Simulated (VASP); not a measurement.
# BN (R3m) in VASP: settings compared

BN is run at these levels: PBEsol, PBE; tasks: single point.

Program: VASP 6.6.1. These are calculated values, not measurements. Logs are shortened: lines on timing, memory, paths and dates and some standing lists are left out, and cuts for length are marked.

### Step 1. The cell of the first run

The structure is trigonal, space group R3m (No. 160). The conventional cell has a = 2.468 Å, b = 2.468 Å, c = 9.982 Å, α = 90.00°, β = 90.00°, γ = 120.00°. N (site symmetry 3m) has 3 B at 1.43 Å within 1.9 Å. B (site symmetry 3m) has 3 N at 1.43 Å within 1.9 Å.

### Step 2. Single point, PBEsol (volume scaled by 0.96)

INCAR

```
SYSTEM = BN
PREC = Accurate
ENCUT = 520
EDIFF = 1E-7
ISMEAR = -1
SIGMA = 0.05
LREAL = .FALSE.
LASPH = .TRUE.
NELM = 80
ALGO = Normal
ISIF = 2
LWAVE = .FALSE.
LCHARG = .FALSE.
GGA = PS
NBANDS = 11
```

KPOINTS

```
Automatic mesh
0
G
  12 12 12
  0 0 0
```

POSCAR

```
BN
1.0
    1.2342126593      0.7125730110      3.3273486205
   -1.2342126593      0.7125730110      3.3273486205
    0.0000000000     -1.4251460221      3.3273486205
N B
1 1
Direct
    0.6672382000      0.6672382000      0.6672382000
    0.0003288000      0.0003288000      0.0003288000
```

Potentials or basis: VASP PAW PBE potentials, release 64 (N, B).

The run is started by

```console
$ cat potpaw_PBE.64/N/POTCAR potpaw_PBE.64/B/POTCAR > POTCAR
$ mpirun -np 1 vasp_std > vasp.out
```

OUTCAR:

```text
SYSTEM = BN
   PREC = Accurate
   ENCUT = 520
   EDIFF = 1E-7
   ISMEAR = -1
   LREAL = .FALSE.
   LASPH = .TRUE.
   NELM = 80
   ISIF = 2
   GGA = PS

 ion  position               nearest neighbor table
   1  0.667  0.667  0.667-   2 1.43   2 1.43   2 1.43
   2  0.000  0.000  0.000-   1 1.43   1 1.43   1 1.43

  LATTYP: Found a trigonal (rhomboedric) cell.
 ALAT       =     3.6197085555
 COS(alpha) =     0.7674786797

  Lattice vectors:

 A1 = (   1.2342126593,   0.7125730110,   3.3273486205)
 A2 = (  -1.2342126593,   0.7125730110,   3.3273486205)
 A3 = (   0.0000000000,  -1.4251460221,   3.3273486205)

Analysis of symmetry for initial positions (statically):
=====================================================================
 Subroutine PRICEL returns:
 Original cell was already a primitive cell.

 Routine SETGRP: Setting up the symmetry group for a
 trigonal (rhombohedral) supercell.

 Subroutine GETGRP returns: Found  6 space group operations
 (whereof  6 operations were pure point group operations)
 out of a pool of 12 trial point group operations.

The static configuration has the point symmetry C_3v.

Analysis of symmetry for dynamics (positions and initial velocities):
=====================================================================
 Subroutine PRICEL returns:
 Original cell was already a primitive cell.

 Routine SETGRP: Setting up the symmetry group for a
 trigonal (rhombohedral) supercell.

 Subroutine GETGRP returns: Found  6 space group operations
 (whereof  6 operations were pure point group operations)
 out of a pool of 12 trial point group operations.

The dynamic configuration has the point symmetry C_3v.

 Subroutine INISYM returns: Found  6 space group operations
 (whereof  6 operations are pure point group operations),
 and found     1 'primitive' translations

----------------------------------------------------------------------------------------

                                     Primitive cell

  volume of cell :      17.5578

  direct lattice vectors                    reciprocal lattice vectors
     1.234212659  0.712573011  3.327348621     0.405116571  0.233894161  0.100179864
    -1.234212659  0.712573011  3.327348621    -0.405116571  0.233894161  0.100179864
     0.000000000 -1.425146022  3.327348621     0.000000000 -0.467788322  0.100179864

  length of vectors
     3.619708555  3.619708555  3.619708555     0.478395150  0.478395150  0.478395150

  position of ions in fractional coordinates (direct lattice)
     0.667238200  0.667238200  0.667238200
     0.000328800  0.000328800  0.000328800

  ion indices of the primitive-cell ions
   primitive index   ion index
                 1           1
                 2           2

----------------------------------------------------------------------------------------

 KPOINTS: Automatic mesh

Automatic generation of k-mesh.
 Grid dimensions read from file:
 generate k-points for:   12   12   12

 Generating k-lattice:

  Cartesian coordinates                     Fractional coordinates (reciprocal lattice)
     0.033759714  0.019491180  0.008348322     0.083333333  0.000000000  0.000000000
    -0.033759714  0.019491180  0.008348322     0.000000000  0.083333333  0.000000000
     0.000000000 -0.038982360  0.008348322    -0.000000000 -0.000000000  0.083333333

  Length of vectors
     0.039866263  0.039866263  0.039866263

  Shift w.r.t. Gamma in fractional coordinates (k-lattice)
     0.000000000  0.000000000  0.000000000

 Subroutine IBZKPT returns following result:
 ===========================================

 Found    189 irreducible k-points:

 Following reciprocal coordinates:
            Coordinates               Weight
  0.000000  0.000000  0.000000      1.000000
  0.083333 -0.000000  0.000000      6.000000
  0.166667 -0.000000  0.000000      6.000000
  0.250000 -0.000000  0.000000      6.000000
  0.333333 -0.000000  0.000000      6.000000
  0.416667 -0.000000  0.000000      6.000000
[... 16 lines left out ...]
  0.500000  0.166667  0.000000     12.000000
 -0.416667  0.166667  0.000000     12.000000
 [... further k-points ...]
   k-points           NKPTS =    189   k-points in BZ     NKDIM =    189   number of bands    NBANDS=     11
   number of dos      NEDOS =    301   number of ions     NIONS =      2
   total plane-waves  NPLWV =  21952
   dimension x,y,z NGX =    28 NGY =   28 NGZ =   28
   dimension x,y,z NGXF=    56 NGYF=   56 NGZF=   56
   ions per type =               1   1
   NGX,Y,Z   is equivalent  to a cutoff of  12.86, 12.86, 12.86 a.u.
   NGXF,Y,Z  is equivalent  to a cutoff of  25.72, 25.72, 25.72 a.u.
 SYSTEM =  BN
   PREC   = accura    normal or accurate (medium, high low for compatibility)
   ISTART =      0    job   : 0-new  1-cont  2-samecut
   ICHARG =      2    charge: 1-file 2-atom 10-const
   ISPIN  =      1    spin polarized calculation?
   LNONCOLLINEAR =      F non collinear calculations
   LSORBIT =      F    spin-orbit coupling
   LASPH  =      T    aspherical Exc in radial PAW
   ENCUT  =  520.0 eV  38.22 Ry    6.18 a.u.   6.73  6.73  6.73*2*pi/ulx,y,z
   NELM   =     80;   NELMIN=  2; NELMDL= -5     # of ELM steps
   EDIFF  = 0.1E-06   stopping-criterion for ELM
   LREAL  =      F    real-space projection
   EDIFFG = 0.1E-05   stopping-criterion for IOM
   NSW    =      0    number of steps for IOM
   IBRION =     -1    ionic relax: 0-MD 1-quasi-New 2-CG
   NFREE  =      0    steps in history (QN), initial steepest desc. (CG)
   ISIF   =      2    stress and relaxation
   ISYM   =      2    0-nonsym 1-usesym 2-fastsym
   POTIM  = 0.5000    time-step for ionic-motion
   TEBEG  =    0.0;   TEEND  =   0.0 temperature during run
   PSTRESS=    0.0 pullay stress
   NELECT =       8.0000    total number of electrons
   NUPDOWN=      -1.0000    fix difference up-down
   EMIN   =  10.00;   EMAX   =-10.00  energy-range for DOS
   EFERMI =   0.00;   METHOD = LEGACY
   ISMEAR =    -1;   SIGMA  =   0.05  broadening in eV -4-tet -1-fermi 0-gaus
   EFERMI_NEDOS =   21; number of points for ismear=-14 and -15
   IALGO  =     38    algorithm
   IMIX   =      4    mixing-type and parameters
     AMIX     =   0.40;   BMIX     =  1.00
     AMIX_MAG =   1.60;   BMIX_MAG =  1.00
  volume/ion in A,a.u.               =       8.78        59.24
  Fermi-wavevector in a.u.,A,eV,Ry     =   1.259743  2.380569 21.591789  1.586952
  Thomas-Fermi vector in A             =   2.393287
   LORBIT       =      0    0 simple, 1 ext, 2 COOP (PROOUT), +10 PAW based schemes
   GGA     = PS    functional components
   LHFCALC =     F    Hartree Fock is set to
   AEXX    =    0.0000 exact exchange contribution
   IVDW    =     0    specifies the selected vdW correction
   LEPSILON=     F    determine dielectric tensor
   LRPA    =     F    only Hartree local field effects (RPA)
 non-spin polarized calculation
  energy-cutoff  :      520.00
  volume of cell :       17.56
 maximum number of plane-waves:       485
   NGX = 13   NGY = 13   NGZ = 13

 number of electron       8.0000000 magnetization

 Free energy of the ion-electron system (eV)
  ---------------------------------------------------
  ext. energy  EPLUGINS =         0.00000000
  ---------------------------------------------------
  free energy    TOTEN  =       -18.25569318 eV

  energy without entropy =      -18.25569318  energy(sigma->0) =      -18.25569318

 E-fermi :   3.4624     XC(G=0): -10.3839

 val. band max:        2.3294818999   @ k =  -0.3333   0.3333   0.0000
 cond. band min:       6.5522795290   @ k =   0.5000   0.5000   0.0000
 fundamental gap:      4.2227976291
 Fermi energy:         3.4623697593

 k-point     1 :       0.0000    0.0000    0.0000
  band No.  band energies     occupation
      1     -15.6618      2.00000
      2      -2.0276      2.00000
      3       1.1236      2.00000
      4       1.1236      2.00000
      5       7.3683      0.00000
      6      14.3198      0.00000
      7      14.3198      0.00000
      8      15.9551      0.00000
      9      17.8313      0.00000
     10      28.7376      0.00000
     11      30.7545      0.00000

 k-point     2 :       0.0833   -0.0000    0.0000
  band No.  band energies     occupation
      1     -15.5190      2.00000
      2      -1.8737      2.00000
      3       0.5439      2.00000
      4       0.8530      2.00000
      5       7.6532      0.00000
      6      14.2445      0.00000
      7      14.9397      0.00000
      8      15.4552      0.00000
      9      18.2789      0.00000
     10      28.6742      0.00000
     11      29.1952      0.00000

 k-point     3 :       0.1667   -0.0000    0.0000
  band No.  band energies     occupation
      1     -15.0979      2.00000
      2      -1.4241      2.00000
      3      -0.9073      2.00000
      4       0.1961      2.00000
      5       8.4113      0.00000
      6      14.0140      0.00000
      7      14.2140      0.00000
      8      16.6229      0.00000
      9      19.3289      0.00000
     10      25.8287      0.00000
     11      28.2087      0.00000

 k-point     4 :       0.2500   -0.0000    0.0000
  band No.  band energies     occupation
      1     -14.4258      2.00000
      2      -2.7710      2.00000
      3      -0.6757      2.00000
      4      -0.5629      2.00000
      5       9.4664      0.00000
      6      12.3266      0.00000
      7      14.0426      0.00000
      8      19.0067      0.00000
      9      20.3253      0.00000
     10      23.6553      0.00000
     11      26.5476      0.00000
[... 239 lines left out ...]
 k-point    22 :       0.4167    0.1667    0.0000
  band No.  band energies     occupation
      1     -13.1848      2.00000
      2      -4.6339      2.00000
      3      -2.4501      2.00000
      4       0.3445      2.00000
      5       9.4136      0.00000
      6      12.9766      0.00000
      7      15.6847      0.00000
      8      18.2944      0.00000
      9      19.8045      0.00000
     10      23.2550      0.00000
     11      26.2191      0.00000

 k-point    23 :       0.5000    0.1667    0.0000
  band No.  band energies     occupation
      1     -12.3915      2.00000
      2      -5.9147      2.00000
      3      -2.9738      2.00000
      4       1.3495      2.00000
      5       8.2010      0.00000
      6      14.0129      0.00000
      7      15.8855      0.00000
      8      17.6929      0.00000
      9      19.8799      0.00000
     10      23.2699      0.00000
     11      26.3809      0.00000

 k-point    24 :      -0.4167    0.1667    0.0000
  band No.  band energies     occupation
      1     -12.0358      2.00000
      2      -6.4557      2.00000
      3      -3.1483      2.00000
      4       1.9969      2.00000
      5       7.5615      0.00000
      6      14.0863      0.00000
      7      16.0469      0.00000
      8      16.8466      0.00000
      9      20.2901      0.00000
     10      24.0382      0.00000
     11      26.0881      0.00000

 [... further k-points ...]

------------------------ aborting loop because EDIFF is reached ----------------------------------------

  FORCE on cell =-STRESS in cart. coord.  units (eV):
  Direction    XX          YY          ZZ          XY          YZ          ZX
  --------------------------------------------------------------------------------------
  -------------------------------------------------------------------------------------
  Total        1.8774346      1.8774346      0.0679809      0.0000000     -0.0000000      0.0000000
  in kB      171.3193712    171.3193712      6.2033859      0.0000000     -0.0000000      0.0000000
  external PRESSURE =     116.2807095 kB  Pullay stress =       0.0000000 kB

 VOLUME and BASIS-vectors are now :
 -----------------------------------------------------------------------------
  energy-cutoff  :      520.00
  volume of cell :       17.56
      direct lattice vectors                 reciprocal lattice vectors
     1.234212659  0.712573011  3.327348621     0.405116571  0.233894161  0.100179864
    -1.234212659  0.712573011  3.327348621    -0.405116571  0.233894161  0.100179864
     0.000000000 -1.425146022  3.327348621     0.000000000 -0.467788322  0.100179864

 POSITION                                       TOTAL-FORCE (eV/Angst)
 -----------------------------------------------------------------------------------
      0.00000     -0.00000      6.66040         0.000000     -0.000000      0.000440
      0.00000     -0.00000      0.00328         0.000000      0.000000     -0.000440
 -----------------------------------------------------------------------------------
    total drift:                               -0.000000      0.000000      0.000080

  FREE ENERGIE OF THE ION-ELECTRON SYSTEM (eV)
  ---------------------------------------------------
  free  energy   TOTEN  =       -18.2556931774 eV

  energy  without entropy=      -18.2556931774  energy(sigma->0) =      -18.25569318
```

It took 83 s on 1 thread of AMD EPYC 7R43 (Zen 3), shared host; peak memory 0.13 GiB.

What came out:

```
Free energy            : -18.2557 eV
Pressure               : 11.6 GPa
Band gap on the k mesh : 4.22 eV, indirect (least direct gap 4.74 eV)
```

Levels at points of the mesh, in eV from the valence-band top:
| k point | band 1 | band 2 | band 3 | band 4 | band 5 | band 6 | band 7 | band 8 |
| --- | --- | --- | --- | --- | --- | --- | --- | --- |
| (0.00, 0.00, 0.00) | -17.99 | -4.36 | -1.21 | -1.21 | 5.04 | 11.99 | 11.99 | 13.63 |
| (0.50, 0.00, 0.00) | -14.64 | -9.11 | -4.12 | -0.62 | 5.32 | 10.28 | 13.13 | 15.14 |
| (0.50, 0.50, 0.00) | -14.56 | -8.97 | -4.18 | -1.24 | 4.22 | 10.28 | 14.38 | 17.82 |
| (0.50, 0.50, 0.50) | -17.70 | -6.47 | -1.22 | -1.22 | 10.26 | 11.91 | 11.91 | 12.99 |

Caveat: the cell differs from its parent crystal (volume scaled by 0.96); the PAW data sets were made with another functional, which shifts forces and pressure a little.

### Step 3. Single point, PBEsol (volume scaled by 0.98)

INCAR

```
PREC = Accurate
ENCUT = 520
EDIFF = 1E-6
ISMEAR = -1
SIGMA = 0.05
LREAL = False
LASPH = True
NELM = 100
ALGO = Normal
ISIF = 2
LWAVE = False
LCHARG = False
GGA = PS
NBANDS = 11
```

KPOINTS

```
regular mesh
0
Gamma
  12 12 12
```

POSCAR

```
BN
1.0
    1.2427247397      0.7174874630      3.3502965776
   -1.2427247397      0.7174874630      3.3502965776
    0.0000000000     -1.4349749260      3.3502965776
N B
1 1
Direct
    0.6672382000      0.6672382000      0.6672382000
    0.0003288000      0.0003288000      0.0003288000
```

Potentials or basis: VASP PAW PBE potentials, release 64 (N, B).

The run is started by

```console
$ cat potpaw_PBE.64/N/POTCAR potpaw_PBE.64/B/POTCAR > POTCAR
$ mpirun -np 1 vasp_std > vasp.out
```

OUTCAR:

```text
PREC = Accurate
   ENCUT = 520
   EDIFF = 1E-6
   ISMEAR = -1
   LREAL = False
   LASPH = True
   NELM = 100
   ISIF = 2
   GGA = PS

 ion  position               nearest neighbor table
   1  0.667  0.667  0.667-   2 1.43   2 1.43   2 1.43
   2  0.000  0.000  0.000-   1 1.43   1 1.43   1 1.43

  LATTYP: Found a trigonal (rhomboedric) cell.
 ALAT       =     3.6446728517
 COS(alpha) =     0.7674786797

  Lattice vectors:

 A1 = (   1.2427247397,   0.7174874630,   3.3502965776)
 A2 = (  -1.2427247397,   0.7174874630,   3.3502965776)
[... 511 lines left out ...]
      6      13.7719      0.00000
      7      15.7381      0.00000
      8      16.5590      0.00000
      9      19.9588      0.00000
     10      23.4892      0.00000
     11      25.5694      0.00000

 [... further k-points ...]
[... 5 lines left out ...]
  --------------------------------------------------------------------------------------
  -------------------------------------------------------------------------------------
  Total        0.9954470      0.9954470      0.0527171      0.0000000      0.0000000      0.0000000
  in kB       88.9825768     88.9825768      4.7123587      0.0000000      0.0000000      0.0000000
  external PRESSURE =      60.8925041 kB  Pullay stress =       0.0000000 kB

 VOLUME and BASIS-vectors are now :
 -----------------------------------------------------------------------------
  energy-cutoff  :      520.00
  volume of cell :       17.92
      direct lattice vectors                 reciprocal lattice vectors
     1.242724740  0.717487463  3.350296578     0.402341713  0.232292096  0.099493679
    -1.242724740  0.717487463  3.350296578    -0.402341713  0.232292096  0.099493679
     0.000000000 -1.434974926  3.350296578     0.000000000 -0.464584192  0.099493679

 POSITION                                       TOTAL-FORCE (eV/Angst)
 -----------------------------------------------------------------------------------
      0.00000      0.00000      6.70634         0.000000      0.000000     -0.001203
      0.00000      0.00000      0.00330         0.000000      0.000000      0.001203
 -----------------------------------------------------------------------------------
    total drift:                               -0.000000      0.000000      0.000030

  FREE ENERGIE OF THE ION-ELECTRON SYSTEM (eV)
  ---------------------------------------------------
  free  energy   TOTEN  =       -18.2761806083 eV

  energy  without entropy=      -18.2761806083  energy(sigma->0) =      -18.27618061
```

stdout:

```text
POSCAR found type information on POSCAR N B
 POSCAR found :  2 types and       2 ions
 scaLAPACK will be used
 -----------------------------------------------------------------------------
|                                                                             |
|                                                                             |
|     You enforced a specific xc type in the INCAR file but a different       |
|     I HOPE YOU KNOW WHAT YOU ARE DOING!                                     |
|                                                                             |
 -----------------------------------------------------------------------------

 LDA part: xc-table for (Slater+PW92), standard interpolation
 POSCAR, INCAR and KPOINTS ok, starting setup
 FFT: planning ... GRIDC
 FFT: planning ... GRID_SOFT
 FFT: planning ... GRID
 WAVECAR not read
 entering main loop
```

Wall time 66 s (1 thread of AMD EPYC 7R43 (Zen 3), shared host); peak memory 0.14 GiB.

Results:

```
Free energy            : -18.2762 eV
Pressure               : 6.1 GPa
Band gap on the k mesh : 4.20 eV, indirect (least direct gap 4.68 eV)
```

Caveat: the cell differs from its parent crystal (volume scaled by 0.98); the PAW data sets were made with another functional, which shifts forces and pressure a little.

### Step 4. Single point, PBEsol

This run uses another cell than the first one, of 9.14 Å³/atom, 1.042 times its volume.

INCAR

```
ALGO = Normal
EDIFF = 1E-7
ENCUT = 520
GGA = PS
ISIF = 2
ISMEAR = -1
LASPH = T
LCHARG = F
LREAL = F
LWAVE = F
NBANDS = 11
NELM = 80
PREC = Accurate
SIGMA = 0.05
```

KPOINTS

```
k-points
0
Gamma
  12 12 12
```

POSCAR

```
BN
1.0
    1.2511217832      0.7223354983      3.3729344033
   -1.2511217832      0.7223354983      3.3729344033
    0.0000000000     -1.4446709966      3.3729344033
N B
1 1
Direct
    0.6672382000      0.6672382000      0.6672382000
    0.0003288000      0.0003288000      0.0003288000
```

The run is started by

```console
$ cat potpaw_PBE.64/N/POTCAR potpaw_PBE.64/B/POTCAR > POTCAR
$ mpirun -np 1 vasp_std > vasp.out
```

Wall time 72 s (1 thread of AMD EPYC 7R43 (Zen 3), shared host); peak memory 0.13 GiB.

Results (log left out):

```yaml
Free_energy: -18.2846 eV
Pressure: 1.0 GPa
Band_gap_on_the_k_mesh: 4.18 eV, indirect (least direct gap 4.63 eV)
```

Forces in eV/Å, atoms in the order of the input:
```
N    0.000  0.000 -0.003
B    0.000  0.000  0.003
```

Stress tensor (GPa, compression positive):
```
1.37 0.00 0.00
0.00 1.37 0.00
0.00 0.00 0.33
```

Levels at points of the mesh, in eV from the valence-band top:
| k point | band 1 | band 2 | band 3 | band 4 | band 5 | band 6 | band 7 | band 8 | band 9 |
| --- | --- | --- | --- | --- | --- | --- | --- | --- | --- |
| (0.00, 0.00, 0.00) | -17.74 | -4.20 | -1.26 | -1.26 | 4.97 | 11.64 | 11.64 | 13.12 | 14.72 |
| (0.50, 0.00, 0.00) | -14.52 | -8.94 | -4.06 | -0.60 | 5.21 | 9.86 | 12.87 | 14.85 | 19.77 |
| (0.50, 0.50, 0.00) | -14.45 | -8.82 | -4.12 | -1.19 | 4.18 | 9.85 | 14.06 | 17.39 | 20.19 |
| (0.50, 0.50, 0.50) | -17.47 | -6.21 | -1.28 | -1.28 | 9.98 | 11.57 | 11.57 | 12.23 | 16.25 |

Caveat: the PAW data sets were made with another functional, which shifts forces and pressure a little. A k mesh can miss the band edges.

(Continued in part 2 of 2.)
